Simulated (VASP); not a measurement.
A run of VASP 6.6.1 is set up as follows.

File INCAR:

```
SYSTEM = Ba
PREC = Accurate ; ENCUT = 520
EDIFF = 1E-7 ; ISMEAR = -1
SIGMA = 0.05 ; LREAL = .False.
LASPH = .True. ; NELM = 100
ALGO = Normal ; ISIF = 2
LWAVE = .False. ; LCHARG = .False.
GGA = PS ; NBANDS = 11
```

KPOINTS

```
Automatic mesh
0
Gamma
  7 7 7
  0 0 0
```

File POSCAR:

```
Ba
1.0
    0.0000000000      2.7092107924      2.7092107924
    2.7092107924      0.0000000000      2.7092107924
    2.7092107924      2.7092107924      0.0000000000
Ba
1
Direct
    0.0000000000      0.0000000000      0.0000000000
```

Potentials or basis: VASP PAW PBE potentials, release 64 (Ba_sv).

Run with:

```console
$ cat potpaw_PBE.64/Ba_sv/POTCAR > POTCAR
$ mpirun -np 1 vasp_std > vasp.out
```

(1) What does it give for the pressure?

(2) Estimate the band gap on the k mesh.

Answers

(1) 5.6 GPa.

(2) zero (band 5 reaches 3.56 eV, above the bottom of band 6 at 2.64 eV).

Caveat: the PAW data sets were made with another functional, which shifts forces and pressure a little; spin-orbit coupling is left out, which moves the levels of the heavy elements.
